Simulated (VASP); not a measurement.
# Ca (Immm) in VASP: notebook

Aim: see how the results for Ca move with the level of theory and the settings. Levels: PBE, LDA. Tasks: single point.

Program: VASP 6.6.1. These are calculated values, not measurements. Logs are shortened: lines on timing, memory, paths and dates and some standing lists are left out, and cuts for length are marked.

**1. The cell of the first run**

Symmetry: Immm, No. 71, orthorhombic system. The conventional cell has a = 4.193 Å, b = 4.203 Å, c = 4.891 Å, α = 90.00°, β = 90.00°, γ = 90.00°. Within 5.0 Å of Ca (site symmetry mmm) lie 14 Ca at 3.85 to 4.89 Å.

**2. Single point, PBE**

INCAR

```
SYSTEM = Ca
ALGO = Normal
EDIFF = 1E-6
ENCUT = 520
GGA = PE
ISIF = 2
ISMEAR = 0
LASPH = .True.
LCHARG = .True.
LELF = .True.
LREAL = .False.
LVHAR = .True.
LWAVE = .False.
NBANDS = 11
NELM = 100
PREC = Accurate
SIGMA = 0.02
```

KPOINTS

```
k-points
0
Gamma
  9 9 9
  0 0 0
```

POSCAR

```
Ca
1.0
   -2.0964874600      2.1017318100      2.4453524600
    2.0964874600     -2.1017318100      2.4453524600
    2.0964874600      2.1017318100     -2.4453524600
Ca
1
Direct
    0.5000000000      0.5000000000      0.0000000000
```

Potentials or basis: VASP PAW PBE potentials, release 64 (Ca_sv).

The run is started by

```sh
$ cat potpaw_PBE.64/Ca_sv/POTCAR > POTCAR
$ mpirun -np 1 vasp_std > vasp.out
```

OUTCAR:

```text
SYSTEM = Ca
   EDIFF = 1E-6
   ENCUT = 520
   GGA = PE
   ISIF = 2
   ISMEAR = 0
   LASPH = .True.
   LREAL = .False.
   NELM = 100
   PREC = Accurate

 ion  position               nearest neighbor table
   1  0.500  0.500  0.000-

  LATTYP: Found a body centered orthorhombic cell.
 ALAT       =     4.1929749200
 B/A-ratio  =     1.0025014936
 C/A-ratio  =     1.1664045250

  Lattice vectors:

 A1 = (  -2.0964874600,   2.1017318100,   2.4453524600)
 A2 = (   2.0964874600,  -2.1017318100,   2.4453524600)
 A3 = (   2.0964874600,   2.1017318100,  -2.4453524600)

Analysis of symmetry for initial positions (statically):
=====================================================================
 Subroutine PRICEL returns:
 Original cell was already a primitive cell.

 Routine SETGRP: Setting up the symmetry group for a
 body centered orthorhombic supercell.

 Subroutine GETGRP returns: Found  8 space group operations
 (whereof  8 operations were pure point group operations)
 out of a pool of  8 trial point group operations.

The static configuration has the point symmetry D_2h.

Analysis of symmetry for dynamics (positions and initial velocities):
=====================================================================
 Subroutine PRICEL returns:
 Original cell was already a primitive cell.

 Routine SETGRP: Setting up the symmetry group for a
 body centered orthorhombic supercell.

 Subroutine GETGRP returns: Found  8 space group operations
 (whereof  8 operations were pure point group operations)
 out of a pool of  8 trial point group operations.

The dynamic configuration has the point symmetry D_2h.

 Subroutine INISYM returns: Found  8 space group operations
 (whereof  8 operations are pure point group operations),
 and found     1 'primitive' translations

----------------------------------------------------------------------------------------

                                     Primitive cell

  volume of cell :      43.0994

  direct lattice vectors                    reciprocal lattice vectors
    -2.096487460  2.101731810  2.445352460     0.000000000  0.237899050  0.204469502
     2.096487460 -2.101731810  2.445352460     0.238494153  0.000000000  0.204469502
     2.096487460  2.101731810 -2.445352460     0.238494153  0.237899050  0.000000000

  length of vectors
     3.846073962  3.846073962  3.846073962     0.313693696  0.314145250  0.336861127

  position of ions in fractional coordinates (direct lattice)
     0.500000000  0.500000000  0.000000000

  ion indices of the primitive-cell ions
   primitive index   ion index
                 1           1

----------------------------------------------------------------------------------------

 KPOINTS: k-points

Automatic generation of k-mesh.
 Grid dimensions read from file:
 generate k-points for:    9    9    9

 Generating k-lattice:

  Cartesian coordinates                     Fractional coordinates (reciprocal lattice)
     0.000000000  0.026433228  0.022718834     0.111111111 -0.000000000  0.000000000
     0.026499350  0.000000000  0.022718834     0.000000000  0.111111111  0.000000000
     0.026499350  0.026433228  0.000000000     0.000000000 -0.000000000  0.111111111

  Length of vectors
     0.034854855  0.034905028  0.037429014

  Shift w.r.t. Gamma in fractional coordinates (k-lattice)
     0.000000000  0.000000000  0.000000000

 Subroutine IBZKPT returns following result:
 ===========================================

 Found    125 irreducible k-points:

 Following reciprocal coordinates:
            Coordinates               Weight
  0.000000  0.000000  0.000000      1.000000
  0.111111 -0.000000  0.000000      4.000000
  0.222222 -0.000000  0.000000      4.000000
  0.333333 -0.000000  0.000000      4.000000
  0.444444 -0.000000  0.000000      4.000000
  0.000000  0.111111  0.000000      4.000000
[... 16 lines left out ...]
 -0.111111  0.222222  0.000000      8.000000
  0.000000  0.333333  0.000000      4.000000
 [... further k-points ...]
   k-points           NKPTS =    125   k-points in BZ     NKDIM =    125   number of bands    NBANDS=     11
   number of dos      NEDOS =    301   number of ions     NIONS =      1
   total plane-waves  NPLWV =  27000
   dimension x,y,z NGX =    30 NGY =   30 NGZ =   30
   dimension x,y,z NGXF=    60 NGYF=   60 NGZF=   60
   ions per type =               1
   NGX,Y,Z   is equivalent  to a cutoff of  12.97, 12.97, 12.97 a.u.
   NGXF,Y,Z  is equivalent  to a cutoff of  25.93, 25.93, 25.93 a.u.
 SYSTEM =  Ca
   PREC   = accura    normal or accurate (medium, high low for compatibility)
   ISTART =      0    job   : 0-new  1-cont  2-samecut
   ICHARG =      2    charge: 1-file 2-atom 10-const
   ISPIN  =      1    spin polarized calculation?
   LNONCOLLINEAR =      F non collinear calculations
   LSORBIT =      F    spin-orbit coupling
   LASPH  =      T    aspherical Exc in radial PAW
   ENCUT  =  520.0 eV  38.22 Ry    6.18 a.u.   7.15  7.15  7.15*2*pi/ulx,y,z
   NELM   =    100;   NELMIN=  2; NELMDL= -5     # of ELM steps
   EDIFF  = 0.1E-05   stopping-criterion for ELM
   LREAL  =      F    real-space projection
   EDIFFG = 0.1E-04   stopping-criterion for IOM
   NSW    =      0    number of steps for IOM
   IBRION =     -1    ionic relax: 0-MD 1-quasi-New 2-CG
   NFREE  =      0    steps in history (QN), initial steepest desc. (CG)
   ISIF   =      2    stress and relaxation
   ISYM   =      2    0-nonsym 1-usesym 2-fastsym
   POTIM  = 0.5000    time-step for ionic-motion
   TEBEG  =    0.0;   TEEND  =   0.0 temperature during run
   PSTRESS=    0.0 pullay stress
   NELECT =      10.0000    total number of electrons
   NUPDOWN=      -1.0000    fix difference up-down
   EMIN   =  10.00;   EMAX   =-10.00  energy-range for DOS
   EFERMI =   0.00;   METHOD = LEGACY
   ISMEAR =     0;   SIGMA  =   0.02  broadening in eV -4-tet -1-fermi 0-gaus
   EFERMI_NEDOS =   21; number of points for ismear=-14 and -15
   IALGO  =     38    algorithm
   IMIX   =      4    mixing-type and parameters
     AMIX     =   0.40;   BMIX     =  1.00
     AMIX_MAG =   1.60;   BMIX_MAG =  1.00
  volume/ion in A,a.u.               =      43.10       290.85
  Fermi-wavevector in a.u.,A,eV,Ry     =   1.005969  1.901005 13.768730  1.011973
  Thomas-Fermi vector in A             =   2.138682
   LORBIT       =      0    0 simple, 1 ext, 2 COOP (PROOUT), +10 PAW based schemes
   GGA     = PE    functional components
   LHFCALC =     F    Hartree Fock is set to
   AEXX    =    0.0000 exact exchange contribution
   IVDW    =     0    specifies the selected vdW correction
   LEPSILON=     F    determine dielectric tensor
   LRPA    =     F    only Hartree local field effects (RPA)
 non-spin polarized calculation
 Gauss-broadening in eV      SIGMA  =   0.02
  energy-cutoff  :      520.00
  volume of cell :       43.10
 maximum number of plane-waves:      1177
 NGX is ok and might be reduce to    30
   NGX = 15   NGY = 15   NGZ = 15

 number of electron      10.0000000 magnetization

 Free energy of the ion-electron system (eV)
  ---------------------------------------------------
  ext. energy  EPLUGINS =         0.00000000
  ---------------------------------------------------
  free energy    TOTEN  =        -1.91412909 eV

  energy without entropy =       -1.91353687  energy(sigma->0) =       -1.91383298

 E-fermi :   1.9042     XC(G=0):  -7.6697

 val. band max:        1.9034570770   @ k =  -0.4444  -0.2222   0.1111
 cond. band min:       1.9128247088   @ k =  -0.2222  -0.4444   0.1111
 fundamental gap:      0.0093676317
 Fermi energy:         1.9042008459

 k-point     1 :       0.0000    0.0000    0.0000
  band No.  band energies     occupation
      1     -40.1869      2.00000
      2     -21.1101      2.00000
      3     -21.1087      2.00000
      4     -21.0978      2.00000
      5      -2.1070      2.00000
      6       4.0549      0.00000
      7       4.0676      0.00000
      8       4.6488      0.00000
      9       4.7692      0.00000
     10       5.4749      0.00000
     11      11.2472      0.00000

 k-point     2 :       0.1111   -0.0000    0.0000
  band No.  band energies     occupation
      1     -40.1854      2.00000
      2     -21.1209      2.00000
      3     -21.1142      2.00000
      4     -21.1013      2.00000
      5      -1.8971      2.00000
      6       3.9532      0.00000
      7       4.0971      0.00000
      8       4.6596      0.00000
      9       4.7117      0.00000
     10       5.4035      0.00000
     11      11.2659      0.00000

 k-point     3 :       0.2222   -0.0000    0.0000
  band No.  band energies     occupation
      1     -40.1816      2.00000
      2     -21.1588      2.00000
      3     -21.1245      2.00000
      4     -21.1029      2.00000
      5      -1.2926      2.00000
      6       3.5009      0.00000
      7       3.9780      0.00000
      8       4.7368      0.00000
      9       4.9487      0.00000
     10       5.3234      0.00000
     11       9.7121      0.00000

 k-point     4 :       0.3333   -0.0000    0.0000
  band No.  band energies     occupation
      1     -40.1773      2.00000
      2     -21.2024      2.00000
      3     -21.1363      2.00000
      4     -21.1037      2.00000
      5      -0.3763      2.00000
      6       2.8042      0.00000
      7       3.7497      0.00000
      8       4.7468      0.00000
      9       5.4264      0.00000
     10       5.5207      0.00000
     11       8.1051      0.00000
[... 239 lines left out ...]
 k-point    22 :      -0.2222    0.2222   -0.0000
  band No.  band energies     occupation
      1     -40.1810      2.00000
      2     -21.1616      2.00000
      3     -21.1192      2.00000
      4     -21.1151      2.00000
      5      -1.1703      2.00000
      6       3.4491      0.00000
      7       3.9198      0.00000
      8       4.6830      0.00000
      9       5.0113      0.00000
     10       5.4001      0.00000
     11      10.8126      0.00000

 k-point    23 :      -0.1111    0.2222    0.0000
  band No.  band energies     occupation
      1     -40.1824      2.00000
      2     -21.1497      2.00000
      3     -21.1174      2.00000
      4     -21.1091      2.00000
      5      -1.4261      2.00000
      6       3.6091      0.00000
      7       4.0701      0.00000
      8       4.6349      0.00000
      9       4.8437      0.00000
     10       5.3786      0.00000
     11      10.5889      0.00000

 k-point    24 :       0.0000    0.3333    0.0000
  band No.  band energies     occupation
      1     -40.1772      2.00000
      2     -21.2033      2.00000
      3     -21.1351      2.00000
      4     -21.1045      2.00000
      5      -0.3713      2.00000
      6       2.8110      0.00000
      7       3.7365      0.00000
      8       4.7573      0.00000
      9       5.4289      0.00000
     10       5.5171      0.00000
     11       8.1177      0.00000

 [... further k-points ...]

------------------------ aborting loop because EDIFF is reached ----------------------------------------

  FORCE on cell =-STRESS in cart. coord.  units (eV):
  Direction    XX          YY          ZZ          XY          YZ          ZX
  --------------------------------------------------------------------------------------
  -------------------------------------------------------------------------------------
  Total       -0.1303397     -0.1222829     -0.0677314     -0.0000000      0.0000000      0.0000000
  in kB       -4.8452516     -4.5457464     -2.5178488     -0.0000000      0.0000000      0.0000000
  external PRESSURE =      -3.9696156 kB  Pullay stress =       0.0000000 kB

 VOLUME and BASIS-vectors are now :
 -----------------------------------------------------------------------------
  energy-cutoff  :      520.00
  volume of cell :       43.10
      direct lattice vectors                 reciprocal lattice vectors
    -2.096487460  2.101731810  2.445352460     0.000000000  0.237899050  0.204469502
     2.096487460 -2.101731810  2.445352460     0.238494153  0.000000000  0.204469502
     2.096487460  2.101731810 -2.445352460     0.238494153  0.237899050  0.000000000

 POSITION                                       TOTAL-FORCE (eV/Angst)
 -----------------------------------------------------------------------------------
      0.00000      0.00000      2.44535         0.000000      0.000000      0.000000
 -----------------------------------------------------------------------------------
    total drift:                                0.000000     -0.000000      0.000000

  FREE ENERGIE OF THE ION-ELECTRON SYSTEM (eV)
  ---------------------------------------------------
  free  energy   TOTEN  =        -1.9141290921 eV

  energy  without entropy=       -1.9135368705  energy(sigma->0) =       -1.91383298
```

Run time: 29 s. Hardware: 1 thread of Intel Xeon 6975P-C (Granite Rapids), shared host; peak memory 0.2 GiB.

Results:

```
Free energy            : -1.9141 eV
Pressure               : -0.4 GPa
Band gap on the k mesh : zero (band 5 reaches 2.05 eV, above the bottom of band 6 at 1.78 eV)
```

Stress tensor (GPa, compression positive):
```
-0.48  0.00  0.00
 0.00 -0.45  0.00
 0.00  0.00 -0.25
```

[end of part 1 of 3]
